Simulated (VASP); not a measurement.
Crystal: Si.

```
Si
1.0
    -1.45991    1.45991    1.45991
     1.45991   -1.45991    1.45991
     1.45991    1.45991   -1.45991
Si
1
Direct
  0.00000 0.00000 0.00000
```

Base run:

```yaml
Program: VASP 6.6.1
Functional: PBEsol
Potentials_or_basis: VASP PAW PBE potentials, release 64 (Si)
Cutoff: 520 eV
k_mesh: 17 × 17 × 17
Occupations: fermi-dirac, width 0.05 eV
Spin: no spin polarisation
```

Its results: band gap on the k mesh zero (band 2 reaches 25.39 eV, above the bottom of band 3 at 7.79 eV); pressure 18.8 GPa.

Problem. The run is repeated on the same cell with these changes: functional from PBEsol to PBE. What comes out?

Solution. Band gap on the k mesh zero (band 2 reaches 25.44 eV, above the bottom of band 3 at 7.84 eV); pressure 21.4 GPa.

PBE binds less tightly than PBEsol, so the same cell stands under more pressure.

Caveats: the PAW data sets were made with another functional, which shifts forces and pressure a little (some runs).
